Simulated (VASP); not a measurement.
Input of a VASP 6.6.1 run:

INCAR

```
PREC = Accurate ; ENCUT = 520
EDIFF = 1E-6 ; ISMEAR = -1
SIGMA = 0.02 ; LREAL = False
LASPH = True ; NELM = 80
ALGO = Normal ; ISIF = 2
LWAVE = False ; LCHARG = False
GGA = PE ; NBANDS = 16
```

KPOINTS

```
Automatic mesh
0
Gamma
  8 8 8
```

POSCAR

```
GaSb
1.0
    0.0000000000      3.0658787979      2.9739024340
    3.0658787979      0.0000000000      2.9739024340
    3.0658787979      3.0658787979      0.0000000000
Ga Sb
1 1
Direct
    0.0000000000      0.0000000000      0.0000000000
    0.2500000000      0.2500000000      0.2500000000
```

Potentials or basis: VASP PAW PBE potentials, release 64 (Ga_d, Sb).

Command:

```console
$ cat potpaw_PBE.64/Ga_d/POTCAR potpaw_PBE.64/Sb/POTCAR > POTCAR
$ mpirun -np 1 vasp_std > vasp.out
```

(1) Estimate the pressure.

(2) Estimate the band gap on the k mesh.

## Answers

(1) 3.8 GPa.

(2) 0.09 eV, direct.

Caveat: the cell differs from its parent crystal (uniaxial z strain -3.0%); spin-orbit coupling is left out, which moves the levels of the heavy elements.
